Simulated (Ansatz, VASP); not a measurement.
## SnS2 in VASP and in Ansatz

```
Sn S
1.0
     3.63900    0.00000    0.00000
    -1.81950    3.15147    0.00000
     0.00000    0.00000    5.86800
Sn S
1 2
Direct
  0.00000 0.00000 0.00000
  0.33333 0.66667 0.25000
  0.66667 0.33333 0.75000
```

Alike in both runs: task single point; functional PBE; k mesh 6 × 6 × 3; no spin polarisation.

|  | VASP | Ansatz |
| --- | --- | --- |
| version | VASP 6.6.1 | Ansatz 0.2.0 |
| potentials or method | VASP PAW PBE potentials, release 64 (Sn_d, S) | plane waves, PAW |
| plane-wave cutoff (eV) | 500 | 420 |
| occupations | gaussian, width 0.01 eV | fixed |
| valence electrons in the cell | 26 | 26 |

VASP gave:

```
gap on the k mesh at the Fermi level (eV) : 1.45
```

Q: What did Ansatz give for the same quantities?

A: gap on the k mesh at the Fermi level (eV): 1.43.
